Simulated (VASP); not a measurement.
Wanted: the native input for a VASP 6.6.1 run.

- Task: single point
- Functional: PBE
- Dispersion: D3(BJ)
- Potentials or basis: VASP PAW PBE potentials, release 64 (Si, O)
- Cutoff: 520 eV
- k mesh: 6 × 6 × 1
- Occupations: gaussian, width 0.1 eV
- Spin: no spin polarisation
- Dipole correction: yes
- Further INCAR settings: ALGO = Normal; EDIFF = 1e-06; NBANDS = 44

The structure of SiO2 lies in POSCAR:

```
SiO2
1.0
    5.3728238505     -0.1339481352      0.0000000000
   -1.2854238905      2.3598847717      0.0000000000
    0.0000000000      0.0000000000     37.2231571600
Si O
4 8
Direct
    0.2452148983      0.4830798580      0.2158702297
    0.7452150455      0.4830800687      0.2158707953
    0.2547856841      0.5169292392      0.3482948767
    0.7547867780      0.5169273544      0.3482939876
    0.0785291472      0.8163580192      0.2404941240
    0.5785277304      0.8163561972      0.2404942876
    0.4118882877      0.1497441933      0.1912152384
    0.9118858604      0.1497420506      0.1912153647
    0.4214535909      0.1835766469      0.3729495577
    0.9214521739      0.1835751726      0.3729496471
    0.0881307440      0.8503170794      0.3236707016
    0.5881300596      0.8503141206      0.3236707932
```

The input as run:

INCAR

```
PREC = Accurate
ENCUT = 520
EDIFF = 1E-6
ISMEAR = 0
SIGMA = 0.1
LREAL = False
LASPH = True
NELM = 100
ALGO = Normal
ISIF = 2
LWAVE = False
LCHARG = False
LDIPOL = True
IDIPOL = 3
DIPOL = 0.5 0.5 0.282
GGA = PE
IVDW = 12
NBANDS = 44
```

KPOINTS

```
regular mesh
0
Gamma
  6 6 1
```

Potentials or basis: VASP PAW PBE potentials, release 64 (Si, O).

Launch:

```console
$ cat potpaw_PBE.64/Si/POTCAR potpaw_PBE.64/O/POTCAR > POTCAR
$ mpirun -np 1 vasp_std > vasp.out
```

It gave:

The largest force is 0.014 eV/Å and the band gap on the k mesh is 6.44 eV. The dispersion energy per atom is -0.150 eV.

Caveat: the k points lie up to 0.45 Å⁻¹ apart.

Run time: 17 min on 1 thread of Intel(R) Xeon(R) Platinum 8259CL CPU @ 2.50GHz (Skylake/Cascade Lake) (shared host), peak memory 0.66 GiB.
